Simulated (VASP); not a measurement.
# ZnO (P6_3mc) in VASP: a series of runs

Runs on ZnO. Level: PBE. Tasks: single point.

Program: VASP 6.6.1. These are calculated values, not measurements. Logs are shortened: lines on timing, memory, paths and dates and some standing lists are left out, and cuts for length are marked.

### Step 1. The cell of the first run

It takes space group P6_3mc (No. 186, hexagonal). Conventional cell: a = 3.194 Å, b = 3.194 Å, c = 5.117 Å, α = 90.00°, β = 90.00°, γ = 120.00°. Within 2.6 Å of Zn (site symmetry 3m) lie 4 O at 1.94 to 1.95 Å. O (site symmetry 3m) has 4 Zn at 1.94 to 1.95 Å within 2.6 Å.

### Step 2. Single point, PBE

Input file INCAR:

```
SYSTEM = ZnO
PREC = Accurate
ENCUT = 520
EDIFF = 1E-7
ISMEAR = 0
SIGMA = 0.01
LREAL = .FALSE.
LASPH = .TRUE.
NELM = 80
ALGO = Normal
ISIF = 2
LWAVE = .FALSE.
LCHARG = .TRUE.
GGA = PE
LELF = .TRUE.
LVHAR = .TRUE.
NBANDS = 26
```

Input file KPOINTS:

```
regular mesh
0
G
  12 12 4
  0 0 0
```

Input file POSCAR:

```
ZnO
1.0
    3.1942263078      0.0000000000      0.0000000000
   -1.5971082386      2.7662762080      0.0000000000
    0.0000000000      0.0000000000      5.1174605786
Zn O
2 2
Direct
    0.3333333333      0.6666666667      0.5000000000
    0.6666666667      0.3333333333      0.0000000000
    0.6666666667      0.3333333333      0.3790100000
    0.3333333333      0.6666666667      0.8790100000
```

Potentials or basis: VASP PAW PBE potentials, release 64 (Zn, O).

Command:

```bash
> cat potpaw_PBE.64/Zn/POTCAR potpaw_PBE.64/O/POTCAR > POTCAR
> mpirun -np 1 vasp_std > vasp.out
```

OUTCAR:

```text
SYSTEM = ZnO
   PREC = Accurate
   ENCUT = 520
   EDIFF = 1E-7
   ISMEAR = 0
   LREAL = .FALSE.
   LASPH = .TRUE.
   NELM = 80
   ISIF = 2
   GGA = PE

 ion  position               nearest neighbor table
   1  0.333  0.667  0.500-   4 1.94   3 1.95   3 1.95   3 1.95
   2  0.667  0.333  0.000-   3 1.94   4 1.95   4 1.95   4 1.95
   3  0.667  0.333  0.379-   2 1.94   1 1.95   1 1.95   1 1.95
   4  0.333  0.667  0.879-   1 1.94   2 1.95   2 1.95   2 1.95

  LATTYP: Found a hexagonal cell.
 ALAT       =     3.1942263078
 C/A-ratio  =     1.6020970606

  Lattice vectors:

 A1 = (   3.1942263078,   0.0000000000,   0.0000000000)
 A2 = (  -1.5971082386,   2.7662762080,   0.0000000000)
 A3 = (   0.0000000000,   0.0000000000,   5.1174605786)

Analysis of symmetry for initial positions (statically):
=====================================================================
 Subroutine PRICEL returns:
 Original cell was already a primitive cell.

 Routine SETGRP: Setting up the symmetry group for a
 hexagonal supercell.

 Subroutine GETGRP returns: Found 12 space group operations
 (whereof  6 operations were pure point group operations)
 out of a pool of 24 trial point group operations.

The static configuration has the point symmetry C_3v.
 The point group associated with its full space group is C_6v.

Analysis of symmetry for dynamics (positions and initial velocities):
=====================================================================
 Subroutine PRICEL returns:
 Original cell was already a primitive cell.

 Routine SETGRP: Setting up the symmetry group for a
 hexagonal supercell.

 Subroutine GETGRP returns: Found 12 space group operations
 (whereof  6 operations were pure point group operations)
 out of a pool of 24 trial point group operations.

The dynamic configuration has the point symmetry C_3v.
 The point group associated with its full space group is C_6v.

 Subroutine INISYM returns: Found 12 space group operations
 (whereof  6 operations are pure point group operations),
 and found     1 'primitive' translations

----------------------------------------------------------------------------------------

                                     Primitive cell

  volume of cell :      45.2185

  direct lattice vectors                    reciprocal lattice vectors
     3.194226308  0.000000000  0.000000000     0.313064856  0.180747844  0.000000000
    -1.597108239  2.766276208  0.000000000     0.000000000  0.361496801  0.000000000
     0.000000000  0.000000000  5.117460579     0.000000000  0.000000000  0.195409419

  length of vectors
     3.194226308  3.194219589  5.117460579     0.361496041  0.361496801  0.195409419

  position of ions in fractional coordinates (direct lattice)
     0.333333333  0.666666667  0.500000000
     0.666666667  0.333333333  0.000000000
     0.666666667  0.333333333  0.379010000
     0.333333333  0.666666667  0.879010000

  ion indices of the primitive-cell ions
   primitive index   ion index
                 1           1
                 2           2
                 3           3
                 4           4

----------------------------------------------------------------------------------------

 KPOINTS: regular mesh

Automatic generation of k-mesh.
 Grid dimensions read from file:
 generate k-points for:   12   12    4

 Generating k-lattice:

  Cartesian coordinates                     Fractional coordinates (reciprocal lattice)
     0.026088738  0.015062320  0.000000000     0.083333333  0.000000000  0.000000000
     0.000000000  0.030124733  0.000000000     0.000000000  0.083333333  0.000000000
     0.000000000  0.000000000  0.048852355     0.000000000  0.000000000  0.250000000

  Length of vectors
     0.030124670  0.030124733  0.048852355

  Shift w.r.t. Gamma in fractional coordinates (k-lattice)
     0.000000000  0.000000000  0.000000000

 Subroutine IBZKPT returns following result:
 ===========================================

 Found     57 irreducible k-points:

 Following reciprocal coordinates:
            Coordinates               Weight
  0.000000  0.000000  0.000000      1.000000
  0.083333  0.000000  0.000000      6.000000
  0.166667  0.000000  0.000000      6.000000
  0.250000  0.000000  0.000000      6.000000
  0.333333  0.000000  0.000000      6.000000
  0.416667  0.000000  0.000000      6.000000
[... 16 lines left out ...]
  0.250000  0.000000  0.250000     12.000000
  0.333333  0.000000  0.250000     12.000000
 [... further k-points ...]
   k-points           NKPTS =     57   k-points in BZ     NKDIM =     57   number of bands    NBANDS=     26
   number of dos      NEDOS =    301   number of ions     NIONS =      4
   total plane-waves  NPLWV =  23040
   dimension x,y,z NGX =    24 NGY =   24 NGZ =   40
   dimension x,y,z NGXF=    48 NGYF=   48 NGZF=   80
   ions per type =               2   2
   NGX,Y,Z   is equivalent  to a cutoff of  12.49, 12.49, 12.99 a.u.
   NGXF,Y,Z  is equivalent  to a cutoff of  24.98, 24.98, 25.99 a.u.
 SYSTEM =  ZnO
   PREC   = accura    normal or accurate (medium, high low for compatibility)
   ISTART =      0    job   : 0-new  1-cont  2-samecut
   ICHARG =      2    charge: 1-file 2-atom 10-const
   ISPIN  =      1    spin polarized calculation?
   LNONCOLLINEAR =      F non collinear calculations
   LSORBIT =      F    spin-orbit coupling
   LASPH  =      T    aspherical Exc in radial PAW
   ENCUT  =  520.0 eV  38.22 Ry    6.18 a.u.   5.94  5.94  9.52*2*pi/ulx,y,z
   NELM   =     80;   NELMIN=  2; NELMDL= -5     # of ELM steps
   EDIFF  = 0.1E-06   stopping-criterion for ELM
   LREAL  =      F    real-space projection
   EDIFFG = 0.1E-05   stopping-criterion for IOM
   NSW    =      0    number of steps for IOM
   IBRION =     -1    ionic relax: 0-MD 1-quasi-New 2-CG
   NFREE  =      0    steps in history (QN), initial steepest desc. (CG)
   ISIF   =      2    stress and relaxation
   ISYM   =      2    0-nonsym 1-usesym 2-fastsym
   POTIM  = 0.5000    time-step for ionic-motion
   TEBEG  =    0.0;   TEEND  =   0.0 temperature during run
   PSTRESS=    0.0 pullay stress
   NELECT =      36.0000    total number of electrons
   NUPDOWN=      -1.0000    fix difference up-down
   EMIN   =  10.00;   EMAX   =-10.00  energy-range for DOS
   EFERMI =   0.00;   METHOD = LEGACY
   ISMEAR =     0;   SIGMA  =   0.01  broadening in eV -4-tet -1-fermi 0-gaus
   EFERMI_NEDOS =   21; number of points for ismear=-14 and -15
   IALGO  =     38    algorithm
   IMIX   =      4    mixing-type and parameters
     AMIX     =   0.40;   BMIX     =  1.00
     AMIX_MAG =   1.60;   BMIX_MAG =  1.00
  volume/ion in A,a.u.               =      11.30        76.29
  Fermi-wavevector in a.u.,A,eV,Ry     =   1.517296  2.867274 31.323173  2.302188
  Thomas-Fermi vector in A             =   2.626571
   LORBIT       =      0    0 simple, 1 ext, 2 COOP (PROOUT), +10 PAW based schemes
   GGA     = PE    functional components
   LHFCALC =     F    Hartree Fock is set to
   AEXX    =    0.0000 exact exchange contribution
   IVDW    =     0    specifies the selected vdW correction
   LEPSILON=     F    determine dielectric tensor
   LRPA    =     F    only Hartree local field effects (RPA)
 non-spin polarized calculation
 Gauss-broadening in eV      SIGMA  =   0.01
  energy-cutoff  :      520.00
  volume of cell :       45.22
 maximum number of plane-waves:      1242
 NGX is ok and might be reduce to    24
   NGX = 11   NGY = 11   NGZ = 19

 number of electron      36.0000002 magnetization

 Free energy of the ion-electron system (eV)
  ---------------------------------------------------
  ext. energy  EPLUGINS =         0.00000000
  ---------------------------------------------------
  free energy    TOTEN  =       -17.66812350 eV

  energy without entropy =      -17.66812350  energy(sigma->0) =      -17.66812350

 E-fermi :   1.8090     XC(G=0): -11.1884

 val. band max:        1.6836066139   @ k =   0.0000   0.0000   0.0000
 cond. band min:       2.5485378516   @ k =   0.0000   0.0000   0.0000
 fundamental gap:      0.8649312377
 Fermi energy:         1.8090107548

 k-point     1 :       0.0000    0.0000    0.0000
  band No.  band energies     occupation
      1     -16.8377      2.00000
      2     -16.0237      2.00000
      3      -4.3592      2.00000
      4      -4.2724      2.00000
      5      -4.2724      2.00000
      6      -4.2259      2.00000
[... 18 lines left out ...]
     25      16.1573      0.00000
     26      16.1573      0.00000

 k-point     2 :       0.0833    0.0000    0.0000
  band No.  band energies     occupation
      1     -16.7953      2.00000
      2     -16.0051      2.00000
      3      -4.3393      2.00000
      4      -4.2863      2.00000
      5      -4.2484      2.00000
      6      -4.1970      2.00000
[... 18 lines left out ...]
     25      16.2542      0.00000
     26      16.2618      0.00000

 k-point     3 :       0.1667    0.0000    0.0000
  band No.  band energies     occupation
      1     -16.6760      2.00000
      2     -15.9559      2.00000
      3      -4.4590      2.00000
      4      -4.1852      2.00000
      5      -4.1709      2.00000
      6      -4.1384      2.00000
[... 18 lines left out ...]
     25      16.1170      0.00000
     26      16.3690      0.00000

 k-point     4 :       0.2500    0.0000    0.0000
  band No.  band energies     occupation
      1     -16.5028      2.00000
      2     -15.8940      2.00000
      3      -4.5871      2.00000
      4      -4.2031      2.00000
      5      -4.1076      2.00000
      6      -4.0068      2.00000
[... 18 lines left out ...]
     25      15.3251      0.00000
     26      16.2104      0.00000

 k-point     5 :       0.3333    0.0000    0.0000
  band No.  band energies     occupation
      1     -16.3112      2.00000
      2     -15.8438      2.00000
      3      -4.6542      2.00000
      4      -4.2622      2.00000
      5      -4.0443      2.00000
      6      -3.8647      2.00000
[... 18 lines left out ...]
     25      15.3633      0.00000
     26      16.1228      0.00000

 k-point     6 :       0.4167    0.0000    0.0000
  band No.  band energies     occupation
      1     -16.1483      2.00000
      2     -15.8250      2.00000
      3      -4.6283      2.00000
      4      -4.3418      2.00000
      5      -4.0089      2.00000
      6      -3.7260      2.00000
[... 427 lines left out ...]
 k-point    21 :       0.0833    0.0000    0.2500
  band No.  band energies     occupation
      1     -16.6849      2.00000
      2     -16.1262      2.00000
      3      -4.5091      2.00000
      4      -4.4098      2.00000
      5      -4.2296      2.00000
      6      -4.2195      2.00000
[... 18 lines left out ...]
     25      15.2567      0.00000
     26      15.7945      0.00000

 k-point    22 :       0.1667    0.0000    0.2500
  band No.  band energies     occupation
      1     -16.5740      2.00000
      2     -16.0646      2.00000
      3      -4.5493      2.00000
      4      -4.4633      2.00000
      5      -4.1612      2.00000
      6      -4.1431      2.00000
[... 18 lines left out ...]
     25      15.0934      0.00000
     26      15.9112      0.00000

 k-point    23 :       0.2500    0.0000    0.2500
  band No.  band energies     occupation
      1     -16.4142      2.00000
      2     -15.9832      2.00000
      3      -4.6640      2.00000
      4      -4.4763      2.00000
      5      -4.0730      2.00000
      6      -4.0361      2.00000
[... 18 lines left out ...]
     25      15.3292      0.00000
     26      15.9255      0.00000

 k-point    24 :       0.3333    0.0000    0.2500
  band No.  band energies     occupation
      1     -16.2404      2.00000
      2     -15.9092      2.00000
      3      -4.7333      2.00000
      4      -4.5134      2.00000
      5      -3.9952      2.00000
      6      -3.9069      2.00000
[... 18 lines left out ...]
     25      15.4106      0.00000
     26      15.9540      0.00000

 [... further k-points ...]
[... 5 lines left out ...]
  --------------------------------------------------------------------------------------
  -------------------------------------------------------------------------------------
  Total        4.0013685      4.0013543      4.5769342      0.0000071      0.0000000      0.0000000
  in kB      141.7762232    141.7757188    162.1696294      0.0002519      0.0000000      0.0000000
  external PRESSURE =     148.5738571 kB  Pullay stress =       0.0000000 kB

 VOLUME and BASIS-vectors are now :
 -----------------------------------------------------------------------------
  energy-cutoff  :      520.00
  volume of cell :       45.22
      direct lattice vectors                 reciprocal lattice vectors
     3.194226308  0.000000000  0.000000000     0.313064856  0.180747844  0.000000000
    -1.597108239  2.766276208  0.000000000     0.000000000  0.361496801  0.000000000
     0.000000000  0.000000000  5.117460579     0.000000000  0.000000000  0.195409419

 POSITION                                       TOTAL-FORCE (eV/Angst)
 -----------------------------------------------------------------------------------
      0.00000      1.84418      2.55873         0.000000     -0.000000     -0.093466
      1.59711      0.92209      0.00000        -0.000000     -0.000000     -0.093466
      1.59711      0.92209      1.93957        -0.000000      0.000000      0.093466
      0.00000      1.84418      4.49830         0.000000     -0.000000      0.093466
 -----------------------------------------------------------------------------------
    total drift:                                0.000001      0.000001      0.001076

  FREE ENERGIE OF THE ION-ELECTRON SYSTEM (eV)
  ---------------------------------------------------
  free  energy   TOTEN  =       -17.6681235005 eV

  energy  without entropy=      -17.6681235005  energy(sigma->0) =      -17.66812350
```

Run time: 27 s. Hardware: 1 thread of Intel Xeon 6975P-C (Granite Rapids), shared host; peak memory 0.19 GiB.

Results:

* Free energy: -17.6681 eV
* Pressure: 14.9 GPa
* Largest force: 0.093 eV/Å
* Band gap on the k mesh: 0.86 eV

Forces in eV/Å, atoms in the order of the input:
```
Zn   0.000  0.000 -0.093
Zn   0.000  0.000 -0.093
O    0.000  0.000  0.093
O    0.000  0.000  0.093
```

Stress tensor (GPa, compression positive):
```
14.18  0.00  0.00
 0.00 14.18  0.00
 0.00  0.00 16.22
```

Caveat: the cell stands under pressure.

(Continued in part 2 of 2.)
